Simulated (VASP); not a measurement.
Ca6Al2NF, 10 atoms in the cell. It takes space group Fm-3m (No. 225, cubic). Conventional cell: a = 9.855 Å, b = 9.855 Å, c = 9.855 Å, α = 90.00°, β = 90.00°, γ = 90.00°. Within 3.1 Å of Ca (site symmetry 4mm) lie 1 N at 2.37 Å and 1 F at 2.56 Å. Al (site symmetry -43m) has 12 Ca at 3.49 Å and 4 N at 4.27 Å and 4 F at 4.27 Å within 4.6 Å. N (site symmetry m-3m) has 6 Ca at 2.37 Å within 3.1 Å. F (site symmetry m-3m) has 6 Ca at 2.56 Å within 3.4 Å. 

| Property | Result |
| --- | --- |
| Program | VASP 6.6.1 |
| Task | single point |
| Functional | r2SCAN |
| Potentials or basis | VASP PAW PBE potentials, release 64 (Ca_sv, Al, N, F) |
| Cutoff | 520 eV |
| k mesh | 4 × 4 × 4 |
| Occupations | fermi-dirac, width 0.1 eV |
| Spin | no spin polarisation |
| Dipole correction | no |
| Further INCAR settings | ALGO = Normal; EDIFF = 1e-07; NBANDS = 50 |

Potentials or basis: VASP PAW PBE potentials, release 64 (Ca_sv, Al, N, F).

Launch:

```bash
$ cat potpaw_PBE.64/Ca_sv/POTCAR potpaw_PBE.64/Al/POTCAR potpaw_PBE.64/N/POTCAR potpaw_PBE.64/F/POTCAR > POTCAR
$ cp INCAR.step1 INCAR
$ mpirun -np 1 vasp_std > vasp.out
$ cp INCAR.step2 INCAR
$ mpirun -np 1 vasp_std > vasp.out
```

Hardware: 1 thread of AMD EPYC 7571, with other jobs on the host.

**Question.** Estimate the wall time of this run.

**Answer.** Run time: 52 min on 1 thread of AMD EPYC 7571, with other jobs on the host, peak memory 0.45 GiB. Counts: k points 8.
